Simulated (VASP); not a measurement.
Write the native input for VASP 6.6.1 that does the following.

```yaml
Task: single point
Functional: PBE
Potentials_or_basis: VASP PAW PBE potentials, release 64 (Zn)
Cutoff: 520 eV
k_mesh: 11 × 11 × 15
Occupations: fermi-dirac, width 0.1 eV
Spin: no spin polarisation
Dipole_correction: no
Further_INCAR_settings: ALGO = Normal; EDIFF = 1e-06; NBANDS = 25
```

The structure of Zn lies in POSCAR:

```
Zn
1.0
    4.6565086307      0.0000000000      0.0000000000
   -2.3282543154      4.0326547671      0.0000000000
    0.0000000000      0.0000000000      2.7898984100
Zn
3
Direct
    0.0000000000      1.0000000000      0.0000000000
    0.3333333333      0.6666666667      0.5000000000
    0.6666666667      0.3333333333      0.5000000000
```

This isn't the form of Zn at room conditions, which is hcp.

The input as run:

INCAR

```
ALGO = Normal
EDIFF = 1E-6
ENCUT = 520
GGA = PE
ISIF = 2
ISMEAR = -1
LASPH = True
LCHARG = True
LELF = True
LREAL = False
LVHAR = True
LWAVE = False
NBANDS = 25
NELM = 100
PREC = Accurate
SIGMA = 0.1
```

KPOINTS

```
k-points
0
Gamma
  11 11 15
```

Potentials or basis: VASP PAW PBE potentials, release 64 (Zn).

Run with:

```sh
$ cat potpaw_PBE.64/Zn/POTCAR > POTCAR
$ mpirun -np 1 vasp_std > vasp.out
```

Results of the run:

The pressure is -5.0 GPa and the band gap on the k mesh is zero (bands 18 and 19 overlap by 5.14 eV).

Caveat: the cell stands under tension.

It took 89 s on 1 thread of Intel(R) Xeon(R) Platinum 8259CL CPU @ 2.50GHz (Skylake/Cascade Lake), on a shared host, peak memory 0.26 GiB.
